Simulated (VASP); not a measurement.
Here is a VASP 6.6.1 calculation.

INCAR

```
SYSTEM = SiNi
ALGO = Normal ; EDIFF = 1E-6
EDIFFG = -0.005 ; ENCUT = 600
GGA = PS ; IBRION = 2
ISIF = 3 ; ISMEAR = 0
LASPH = .True. ; LCHARG = .False.
LREAL = .False. ; LUSENCCL = .False.
LWAVE = .False. ; NELM = 80
NSW = 100 ; PREC = Accurate
SIGMA = 0.1
```

Contents of KPOINTS:

```
k-points
0
Gamma
  8 10 6
  0 0 0
```

The input POSCAR:

```
SiNi
1.0
    5.1731000000      0.0000000000      0.0000000000
    0.0000000000      3.3381000000      0.0000000000
    0.0000000000      0.0000000000      5.6049000000
Si Ni
4 4
Direct
    0.3212800000      0.7500000000      0.0825000000
    0.1787200000      0.2500000000      0.5825000000
    0.8212800000      0.7500000000      0.4175000000
    0.6787200000      0.2500000000      0.9175000000
    0.0077900000      0.2500000000      0.1875200000
    0.4922100000      0.7500000000      0.6875200000
    0.5077900000      0.2500000000      0.3124800000
    0.9922100000      0.7500000000      0.8124800000
```

Potentials or basis: VASP PAW PBE potentials, release 64 (Si, Ni).

Command:

```console
$ cat potpaw_PBE.64/Si/POTCAR potpaw_PBE.64/Ni/POTCAR > POTCAR
$ mpirun -np 1 vasp_std > vasp.out
```

**Question.** What does it give for the band gap on the k mesh?

**Answer.** Zero (bands 28 and 29 overlap by 1.88 eV).

**Question.** Estimate the space group after relaxing (to 0.1 Å).

**Answer.** Pnma (No. 62).

**Question.** Predict the relaxed cell.

**Answer.** a = 5.091 Å, b = 3.358 Å, c = 5.530 Å, α = 90.00°, β = 90.00°, γ = 90.00°.

**Question.** What does it give for the relaxed volume?

**Answer.** 11.82 Å³/atom.

Forces in eV/Å, atoms in the order of the input:
```
Si  -0.002  0.000  0.001
Si   0.002  0.000  0.001
Si  -0.002  0.000 -0.001
Si   0.002  0.000 -0.001
Ni   0.001  0.000 -0.002
Ni  -0.001  0.000 -0.002
Ni   0.001  0.000  0.002
Ni  -0.001  0.000  0.002
```

Caveat: the PAW data sets were made with another functional, which shifts forces and pressure a little. Spin polarisation is off, so any magnetic state and its effect on volume and gap are missing.
